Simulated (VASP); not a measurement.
# Ba3H8 (Fm-3m) in VASP: further runs

Ba3H8 is run at these levels: PBE; tasks: relaxation of cell and atoms, single point.

Program: VASP 6.6.1. These are calculated values, not measurements. Logs are shortened: lines on timing, memory, paths and dates and some standing lists are left out, and cuts for length are marked.

## Step 1: The cell of the first run

Symmetry: Fm-3m, No. 225, cubic system. The conventional cell has a = 8.817 Å, b = 8.817 Å, c = 8.817 Å, α = 90.00°, β = 90.00°, γ = 90.00°. Ba (site symmetry -43m) has 4 H at 2.27 Å within 3.0 Å. Ba (site symmetry m-3m) has 24 H at 3.73 Å and 8 Ba at 3.82 Å within 4.9 Å. Within 2.4 Å of H (site symmetry 3m) lie 3 H at 1.79 Å and 1 Ba at 2.27 Å.

The cell was built from a structure type or drawn by symmetry, and may not be a known phase.

## Step 2: Relaxation of cell and atoms, PBE

The input, INCAR:

```
  PREC = Accurate
  ENCUT = 500
  EDIFF = 1E-7
  ISMEAR = 0
  SIGMA = 0.1
  LREAL = False
  LASPH = True
  NELM = 120
  ALGO = Normal
  ISIF = 3
  LWAVE = False
  LCHARG = False
  GGA = PE
  IBRION = 2
  NSW = 90
  EDIFFG = -0.04
  GGA_COMPAT = False
  NELMIN = 4
```

The input, KPOINTS:

```
Automatic mesh
0
Gamma
  4 4 4
```

The input, POSCAR:

```
Ba3H8
1.0
    0.0000000000      4.4083274500      4.4083274500
    4.4083274500      0.0000000000      4.4083274500
    4.4083274500      4.4083274500      0.0000000000
Ba H
3 8
Direct
    0.2500000000      0.2500000000      0.2500000000
    0.7500000000      0.7500000000      0.7500000000
    0.0000000000      0.0000000000      0.0000000000
    0.3984353500      0.3984353500      0.3984353500
    0.3984353500      0.3984353500      0.8046939600
    0.3984353500      0.8046939600      0.3984353500
    0.8046939600      0.3984353500      0.3984353500
    0.6015646500      0.6015646500      0.1953060400
    0.6015646500      0.6015646500      0.6015646500
    0.6015646500      0.1953060400      0.6015646500
    0.1953060400      0.6015646500      0.6015646500
```

Potentials or basis: VASP PAW PBE potentials, release 64 (Ba_sv, H).

The run is started by

```
cat potpaw_PBE.64/Ba_sv/POTCAR potpaw_PBE.64/H/POTCAR > POTCAR
mpirun -np 1 vasp_std > vasp.out
```

OUTCAR:

```text
PREC = Accurate
   ENCUT = 500
   EDIFF = 1E-7
   ISMEAR = 0
   LREAL = False
   LASPH = True
   NELM = 120
   ISIF = 3
   GGA = PE
   IBRION = 2
   NSW = 90
   EDIFFG = -0.04
   NELMIN = 4

 ion  position               nearest neighbor table
   1  0.250  0.250  0.250-   5 2.27   6 2.27   7 2.27   4 2.27   3 3.82   3 3.82   3 3.82   3 3.82
                             2 4.41   2 4.41   2 4.41   2 4.41   2 4.41   2 4.41
   2  0.750  0.750  0.750-   8 2.27  10 2.27  11 2.27   9 2.27   3 3.82   3 3.82   3 3.82   3 3.82
                             1 4.41   1 4.41   1 4.41   1 4.41   1 4.41   1 4.41
   3  0.000  0.000  0.000-   2 3.82   2 3.82   2 3.82   1 3.82   2 3.82   1 3.82   1 3.82   1 3.82

   4  0.398  0.398  0.398-   1 2.27
   5  0.398  0.398  0.805-   1 2.27
   6  0.398  0.805  0.398-   1 2.27
   7  0.805  0.398  0.398-   1 2.27
   8  0.602  0.602  0.195-   2 2.27
   9  0.602  0.602  0.602-   2 2.27
  10  0.602  0.195  0.602-   2 2.27
  11  0.195  0.602  0.602-   2 2.27

  LATTYP: Found a face centered cubic cell.
 ALAT       =     8.8166549000

  Lattice vectors:

 A1 = (   0.0000000000,   4.4083274500,   4.4083274500)
 A2 = (   4.4083274500,   0.0000000000,   4.4083274500)
 A3 = (   4.4083274500,   4.4083274500,   0.0000000000)

Analysis of symmetry for initial positions (statically):
=====================================================================
 Subroutine PRICEL returns:
 Original cell was already a primitive cell.

 Routine SETGRP: Setting up the symmetry group for a
 face centered cubic supercell.

 Subroutine GETGRP returns: Found 48 space group operations
 (whereof 48 operations were pure point group operations)
 out of a pool of 48 trial point group operations.

The static configuration has the point symmetry O_h .

Analysis of symmetry for dynamics (positions and initial velocities):
=====================================================================
 Subroutine PRICEL returns:
 Original cell was already a primitive cell.

 Routine SETGRP: Setting up the symmetry group for a
 face centered cubic supercell.

 Subroutine GETGRP returns: Found 48 space group operations
 (whereof 48 operations were pure point group operations)
 out of a pool of 48 trial point group operations.

The dynamic configuration has the point symmetry O_h .

 Subroutine INISYM returns: Found 48 space group operations
 (whereof 48 operations are pure point group operations),
 and found     1 'primitive' translations

----------------------------------------------------------------------------------------

                                     Primitive cell

  volume of cell :     171.3371

  direct lattice vectors                    reciprocal lattice vectors
     0.000000000  4.408327450  4.408327450    -0.113421701  0.113421701  0.113421701
     4.408327450  0.000000000  4.408327450     0.113421701 -0.113421701  0.113421701
     4.408327450  4.408327450  0.000000000     0.113421701  0.113421701 -0.113421701

  length of vectors
     6.234316467  6.234316467  6.234316467     0.196452150  0.196452150  0.196452150

  position of ions in fractional coordinates (direct lattice)
     0.250000000  0.250000000  0.250000000
     0.750000000  0.750000000  0.750000000
     0.000000000  0.000000000  0.000000000
     0.398435350  0.398435350  0.398435350
     0.398435350  0.398435350  0.804693960
     0.398435350  0.804693960  0.398435350
     0.804693960  0.398435350  0.398435350
     0.601564650  0.601564650  0.195306040
     0.601564650  0.601564650  0.601564650
     0.601564650  0.195306040  0.601564650
     0.195306040  0.601564650  0.601564650

  ion indices of the primitive-cell ions
   primitive index   ion index
                 1           1
                 2           2
                 3           3
                 4           4
                 5           5
                 6           6
                 7           7
                 8           8
                 9           9
                10          10
                11          11

----------------------------------------------------------------------------------------

 KPOINTS: Automatic mesh

Automatic generation of k-mesh.
 Grid dimensions read from file:
 generate k-points for:    4    4    4

 Generating k-lattice:

  Cartesian coordinates                     Fractional coordinates (reciprocal lattice)
    -0.028355425  0.028355425  0.028355425     0.250000000  0.000000000  0.000000000
     0.028355425 -0.028355425  0.028355425     0.000000000  0.250000000  0.000000000
     0.028355425  0.028355425 -0.028355425     0.000000000  0.000000000  0.250000000

  Length of vectors
     0.049113037  0.049113037  0.049113037

  Shift w.r.t. Gamma in fractional coordinates (k-lattice)
     0.000000000  0.000000000  0.000000000

 Subroutine IBZKPT returns following result:
 ===========================================

 Found      8 irreducible k-points:

 Following reciprocal coordinates:
            Coordinates               Weight
  0.000000  0.000000  0.000000      1.000000
  0.250000  0.000000  0.000000      8.000000
  0.500000  0.000000  0.000000      4.000000
  0.250000  0.250000  0.000000      6.000000
  0.500000  0.250000  0.000000     24.000000
 -0.250000  0.250000  0.000000     12.000000
  0.500000  0.500000  0.000000      3.000000
 -0.250000  0.500000  0.250000      6.000000
   k-points           NKPTS =      8   k-points in BZ     NKDIM =      8   number of bands    NBANDS=     25
   number of dos      NEDOS =    301   number of ions     NIONS =     11
   total plane-waves  NPLWV = 110592
   dimension x,y,z NGX =    48 NGY =   48 NGZ =   48
   dimension x,y,z NGXF=    96 NGYF=   96 NGZF=   96
   ions per type =               3   8
   NGX,Y,Z   is equivalent  to a cutoff of  12.80, 12.80, 12.80 a.u.
   NGXF,Y,Z  is equivalent  to a cutoff of  25.60, 25.60, 25.60 a.u.
 SYSTEM =  unknown system
   PREC   = accura    normal or accurate (medium, high low for compatibility)
   ISTART =      0    job   : 0-new  1-cont  2-samecut
   ICHARG =      2    charge: 1-file 2-atom 10-const
   ISPIN  =      1    spin polarized calculation?
   LNONCOLLINEAR =      F non collinear calculations
   LSORBIT =      F    spin-orbit coupling
   LASPH  =      T    aspherical Exc in radial PAW
   ENCUT  =  500.0 eV  36.75 Ry    6.06 a.u.  11.37 11.37 11.37*2*pi/ulx,y,z
   NELM   =    120;   NELMIN=  4; NELMDL= -5     # of ELM steps
   EDIFF  = 0.1E-06   stopping-criterion for ELM
   LREAL  =      F    real-space projection
   EDIFFG = -.4E-01   stopping-criterion for IOM
   NSW    =     90    number of steps for IOM
   IBRION =      2    ionic relax: 0-MD 1-quasi-New 2-CG
   NFREE  =      1    steps in history (QN), initial steepest desc. (CG)
   ISIF   =      3    stress and relaxation
   ISYM   =      2    0-nonsym 1-usesym 2-fastsym
   POTIM  = 0.5000    time-step for ionic-motion
   TEBEG  =    0.0;   TEEND  =   0.0 temperature during run
   PSTRESS=    0.0 pullay stress
   NELECT =      38.0000    total number of electrons
   NUPDOWN=      -1.0000    fix difference up-down
   EMIN   =  10.00;   EMAX   =-10.00  energy-range for DOS
   EFERMI =   0.00;   METHOD = LEGACY
   ISMEAR =     0;   SIGMA  =   0.10  broadening in eV -4-tet -1-fermi 0-gaus
   EFERMI_NEDOS =   21; number of points for ismear=-14 and -15
   IALGO  =     38    algorithm
   IMIX   =      4    mixing-type and parameters
     AMIX     =   0.40;   BMIX     =  1.00
     AMIX_MAG =   1.60;   BMIX_MAG =  1.00
  volume/ion in A,a.u.               =      15.58       105.11
  Fermi-wavevector in a.u.,A,eV,Ry     =   0.990951  1.872626 13.360702  0.981984
  Thomas-Fermi vector in A             =   2.122658
   LORBIT       =      0    0 simple, 1 ext, 2 COOP (PROOUT), +10 PAW based schemes
   GGA     = PE    functional components
   LHFCALC =     F    Hartree Fock is set to
   AEXX    =    0.0000 exact exchange contribution
   IVDW    =     0    specifies the selected vdW correction
   LEPSILON=     F    determine dielectric tensor
   LRPA    =     F    only Hartree local field effects (RPA)
 conjugate gradient relaxation of ions
 non-spin polarized calculation
 Gauss-broadening in eV      SIGMA  =   0.10
  energy-cutoff  :      500.00
  volume of cell :      171.34
 maximum number of plane-waves:      4360
 NGX is ok and might be reduce to    48
   NGX = 23   NGY = 23   NGZ = 23

--------------------------------------- Ionic step        1  -------------------------------------------

 number of electron      37.9999999 magnetization

 Free energy of the ion-electron system (eV)
  ---------------------------------------------------
  ext. energy  EPLUGINS =         0.00000000
  ---------------------------------------------------
  free energy    TOTEN  =       -24.24661764 eV

  energy without entropy =      -24.21681180  energy(sigma->0) =      -24.23171472

------------------------ aborting loop because EDIFF is reached ----------------------------------------

  FORCE on cell =-STRESS in cart. coord.  units (eV):
  Direction    XX          YY          ZZ          XY          YZ          ZX
  --------------------------------------------------------------------------------------
  -------------------------------------------------------------------------------------
  Total        3.6724321      3.6724321      3.6724321     -0.0000000      0.0000000      0.0000000
  in kB       34.3409906     34.3409906     34.3409906     -0.0000000      0.0000000      0.0000000
  external PRESSURE =      34.3409906 kB  Pullay stress =       0.0000000 kB
[... 116 lines left out ...]
  FREE ENERGIE OF THE ION-ELECTRON SYSTEM (eV)
  ---------------------------------------------------
  free  energy   TOTEN  =       -24.6803605445 eV

  energy  without entropy=      -24.6475370429  energy(sigma->0) =      -24.66394879

[... ionic steps 4 to 20 ...]

--------------------------------------- Ionic step       21  -------------------------------------------

 number of electron      37.9999998 magnetization

------------------------ aborting loop because EDIFF is reached ----------------------------------------

  FORCE on cell =-STRESS in cart. coord.  units (eV):
  Direction    XX          YY          ZZ          XY          YZ          ZX
  --------------------------------------------------------------------------------------
  -------------------------------------------------------------------------------------
  Total        1.4760295      1.4760295      1.4760295     -0.0000000      0.0000000     -0.0000000
  in kB       10.3821005     10.3821005     10.3821005     -0.0000000      0.0000000     -0.0000000
  external PRESSURE =      10.3821005 kB  Pullay stress =       0.0000000 kB
[... 75 lines left out ...]
  energy  without entropy=      -25.3229855041  energy(sigma->0) =      -25.33677061

--------------------------------------- Ionic step       23  -------------------------------------------

 number of electron      38.0000001 magnetization

 Free energy of the ion-electron system (eV)
  ---------------------------------------------------
  ext. energy  EPLUGINS =         0.00000000
  ---------------------------------------------------
  free energy    TOTEN  =       -25.39066788 eV

  energy without entropy =      -25.36308522  energy(sigma->0) =      -25.37687655

 E-fermi :   1.5609     XC(G=0):  -7.3841

 val. band max:        1.5154589613   @ k =   0.2500   0.0000   0.0000
 cond. band min:       1.5649629897   @ k =   0.2500   0.2500   0.0000
 fundamental gap:      0.0495040284
 Fermi energy:         1.5609380759

 k-point     1 :       0.0000    0.0000    0.0000
  band No.  band energies     occupation
      1     -27.6530      2.00000
      2     -27.6004      2.00000
      3     -27.5860      2.00000
      4     -12.9180      2.00000
      5     -12.9180      2.00000
      6     -12.9180      2.00000
[... 251 lines left out ...]
  FREE ENERGIE OF THE ION-ELECTRON SYSTEM (eV)
  ---------------------------------------------------
  free  energy   TOTEN  =       -25.3906678779 eV

  energy  without entropy=      -25.3630852174  energy(sigma->0) =      -25.37687655

 reached required accuracy - stopping structural energy minimisation
```

Run time: 11 min. Hardware: 1 thread of Intel Xeon 6975P-C (Granite Rapids), shared host; peak memory 0.35 GiB.

What came out:

- Free energy: -25.3907 eV
- Relaxed volume: 21.87 Å³/atom
- Relaxed cell: a = 6.981 Å, b = 6.981 Å, c = 6.981 Å, α = 60.00°, β = 60.00°, γ = 60.00°
- Space group after relaxing (to 0.1 Å): Fm-3m (No. 225)
- Energy gained by relaxing: 104.0 meV/atom
- Ionic steps: 23
- Pressure after relaxing: 0.2 GPa
- Largest force after relaxing: 0.036 eV/Å
- Band gap on the k mesh: zero (bands 19 and 20 overlap by 0.39 eV)

Forces on the atoms (eV/Å):
```
Ba   0.000  0.000  0.000
Ba   0.000  0.000  0.000
Ba   0.000  0.000  0.000
H   -0.021 -0.021 -0.021
H    0.021  0.021 -0.021
H    0.021 -0.021  0.021
H   -0.021  0.021  0.021
H   -0.021 -0.021  0.021
H    0.021  0.021  0.021
H   -0.021  0.021 -0.021
H    0.021 -0.021 -0.021
```

Step by step:
| step | energy change (eV) | largest force (eV/Å) | pressure (GPa) | volume (Å³) |
| --- | --- | --- | --- | --- |
| 1 | 0.0000 | 0.6210 | 3.43 | 171.34 |
| 2 | -0.2617 | 0.3999 | 1.92 | 179.75 |
| 3 | -0.4337 | 0.0808 | -0.66 | 197.49 |
| 4 | -0.4356 | 0.1005 | -0.46 | 195.85 |
| 5 | -0.4355 | 0.1073 | -0.40 | 195.34 |
| 6 | -0.4453 | 0.1022 | -0.32 | 193.86 |
| 7 | -0.4693 | 0.0988 | -0.11 | 189.46 |
| 8 | -0.5044 | 0.1072 | 0.18 | 180.87 |
| 9 | -0.5118 | 0.0775 | 1.54 | 164.48 |
| 10 | -0.5229 | 0.1172 | 0.49 | 174.05 |
| 11 | -0.5270 | 0.1059 | 0.91 | 169.22 |
| 12 | -0.5378 | 0.0854 | 0.87 | 169.10 |
| 13 | -0.5585 | 0.0473 | 0.92 | 168.74 |
| 14 | -0.6060 | 0.0494 | 2.08 | 168.02 |
| 15 | -0.6337 | 0.0268 | 2.02 | 169.80 |
| 16 | -0.7020 | 0.0160 | 2.01 | 175.24 |
| 17 | -0.8292 | 0.0904 | 2.50 | 186.44 |
| 18 | -0.0707 | 2.0558 | 5.16 | 210.28 |
| 19 | -0.8356 | 0.2007 | 2.79 | 188.50 |
| 20 | -0.9431 | 0.1974 | 2.17 | 197.86 |
| 21 | -1.0956 | 0.2634 | 1.04 | 227.78 |
| 22 | -1.1039 | 0.3195 | 0.83 | 238.34 |
| 23 | -1.1441 | 0.0363 | 0.18 | 240.61 |

Final structure:
```yaml
crystal:
  lattice:
    - [0.00000, 4.93662, 4.93662]
    - [4.93662, 0.00000, 4.93662]
    - [4.93662, 4.93662, 0.00000]
  atoms:
    - { symbol: Ba, position: [0.25000, 0.25000, 0.25000] }
    - { symbol: Ba, position: [0.75000, 0.75000, 0.75000] }
    - { symbol: Ba, position: [0.00000, 0.00000, 0.00000] }
    - { symbol: H, position: [0.44052, 0.44052, 0.44052] }
    - { symbol: H, position: [0.44052, 0.44052, 0.67844] }
    - { symbol: H, position: [0.44052, 0.67844, 0.44052] }
    - { symbol: H, position: [0.67844, 0.44052, 0.44052] }
    - { symbol: H, position: [0.55948, 0.55948, 0.32156] }
    - { symbol: H, position: [0.55948, 0.55948, 0.55948] }
    - { symbol: H, position: [0.55948, 0.32156, 0.55948] }
    - { symbol: H, position: [0.32156, 0.55948, 0.55948] }
```

Levels at points of the mesh, in eV from the Fermi level:
```csv
k point,band 15,band 16,band 17,band 18,band 19,band 20,band 21,band 22,band 23,band 24
"(0.00, 0.00, 0.00)",-5.71,-5.71,-2.26,-0.37,-0.37,0.42,0.42,0.42,1.53,1.53
"(0.50, 0.00, 0.00)",-5.71,-5.71,-0.83,-0.60,0.35,0.38,0.38,0.54,0.54,0.88
"(0.50, 0.50, 0.00)",-5.68,-5.68,-1.04,-0.77,-0.13,0.14,0.45,0.45,0.58,1.35
```

Caveat: the volume moved by over 15 % at a fixed basis, so the end points are rough; spin-orbit coupling is left out, which moves the levels of the heavy elements.

(Continued in part 2 of 2.)
